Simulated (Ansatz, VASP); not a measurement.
Two plane-wave programs on Cu

The input INCAR:

```
ALGO     = Fast           # electronic algorithm
EDIFF    = 1E-6           # SCF threshold, eV
ENCUT    = 520            # plane-wave cutoff, eV
GGA      = PE             # functional
ISIF     = 2              # what is computed and relaxed
ISMEAR   = 0              # smearing method
LASPH    = T              # aspherical terms in the spheres
LCHARG   = T              # write CHGCAR
LELF     = T              # ELF
LREAL    = F              # projectors in reciprocal space
LVHAR    = T            
LWAVE    = F              # write WAVECAR
NBANDS   = 12             # bands
NELM     = 60             # most SCF steps
PREC     = Accurate       # precision mode
SIGMA    = 0.15           # smearing width, eV
```

KPOINTS

```
k-points
0
Gamma
  24 24 24
```

POSCAR

```
Cu
1.0
    0.2267896830      1.9277123052      1.9277123052
    1.9277123052      0.2267896830      1.9277123052
    1.9277123052      1.9277123052      0.2267896830
Cu
1
Direct
    0.0000000000      0.0000000000      0.0000000000
```

Input for Ansatz:

```yaml
crystal:
  lattice:
    - [0.226789683, 1.9277123052, 1.9277123052]
    - [1.9277123052, 0.226789683, 1.9277123052]
    - [1.9277123052, 1.9277123052, 0.226789683]
  atoms:
    - { symbol: Cu, position: [0.0, 0.0, 0.0] }
basis:
  ecutwfc: 420
kpoints:
  mp_grid: { grid: [24, 24, 24] }
hamiltonian:
  xc: pbe
scf:
  occupations: { method: gaussian, width: 0.15 }
output:
  forces: true
  stress: true
  eigenvalues: true
```

Alike in both runs: task single point; functional PBE; k mesh 24 × 24 × 24; occupations gaussian, width 0.15 eV; no spin polarisation.

|  | VASP | Ansatz |
| --- | --- | --- |
| version | VASP 6.6.1 | Ansatz 0.2.0 |
| potentials or method | VASP PAW PBE potentials, release 64 (Cu), cutoff 520 eV | scalar-relativistic, plane waves, PAW |
| valence electrons in the cell | 11 | 19 |

Ansatz gave:

| Quantity | Value |
| --- | --- |
| gap on the k mesh at the Fermi level (eV) | none |
| pressure (GPa) | 8.1 |
| traceless stress, the component that is largest in VASP (GPa) | -11.21 |

What did VASP give for the same quantities?

gap on the k mesh at the Fermi level (eV): none; pressure (GPa): 8.7; traceless stress, the component that is largest in VASP (GPa): -11.24.

A gap of «none» marks a metal or a gap that the smearing closes. The functional is the same, so the differences come from potentials, cutoffs and numerics. VASP's potentials hold 11 valence electrons a cell and Ansatz's 19, so a difference there can come from the potentials and not from the codes.
